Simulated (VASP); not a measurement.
Set up this calculation in VASP 6.6.1, as the native input.

```
Task                   : relaxation of cell and atoms
Functional             : LDA
Potentials or basis    : VASP PAW LDA potentials, release 64 (Mg, Ni, C)
Cutoff                 : 600 eV
k mesh                 : 10 × 10 × 10
Occupations            : gaussian, width 0.1 eV
Spin                   : no spin polarisation
Dipole correction      : no
Further INCAR settings : ALGO = Normal; EDIFF = 1e-06; IBRION = 2; EDIFFG = -0.005; NSW = 70; ISIF = 3
```

The structure of MgNi3C lies in POSCAR:

```
MgNi3C
1.0
    3.8186365677      0.0000000000      0.0000000000
    0.0000000000      3.8186365677      0.0000000000
    0.0000000000      0.0000000000      3.8186365677
Mg Ni C
1 3 1
Direct
    0.0000000000      0.0000000000      0.0000000000
    0.0000000000      0.5000000000      0.5000000000
    0.5000000000      0.0000000000      0.5000000000
    0.5000000000      0.5000000000      0.0000000000
    0.5000000000      0.5000000000      0.5000000000
```

These files were run (other wordings do the same):

INCAR

```
PREC = Accurate ; ENCUT = 600
EDIFF = 1E-6 ; ISMEAR = 0
SIGMA = 0.1 ; LREAL = F
LASPH = T ; NELM = 100
ALGO = Normal ; ISIF = 3
LWAVE = F ; LCHARG = F
IBRION = 2 ; NSW = 70
EDIFFG = -0.005
```

KPOINTS

```
Automatic mesh
0
Gamma
  10 10 10
```

Potentials or basis: VASP PAW LDA potentials, release 64 (Mg, Ni, C).

The run is started by

```sh
$ cat potpaw_LDA.64/Mg/POTCAR potpaw_LDA.64/Ni/POTCAR potpaw_LDA.64/C/POTCAR > POTCAR
$ mpirun -np 1 vasp_std > vasp.out
```

Results of the run:

```yaml
Relaxed_volume: 10.39 Å³/atom
Relaxed_cell: a = 3.732 Å, b = 3.732 Å, c = 3.732 Å, α = 90.00°, β = 90.00°, γ = 90.00°
Space_group_after_relaxing_to_0.1_Å: Pm-3m (No. 221)
Energy_gained_by_relaxing: 30.9 meV/atom
Ionic_steps: 5
Pressure_after_relaxing: 0.0 GPa
Band_gap_on_the_k_mesh: zero (bands 18 and 19 overlap by 0.97 eV)
```

Wall time 110 s on 1 thread of Intel(R) Xeon(R) Platinum 8488C (Sapphire Rapids), on a shared host, peak memory 0.23 GiB.
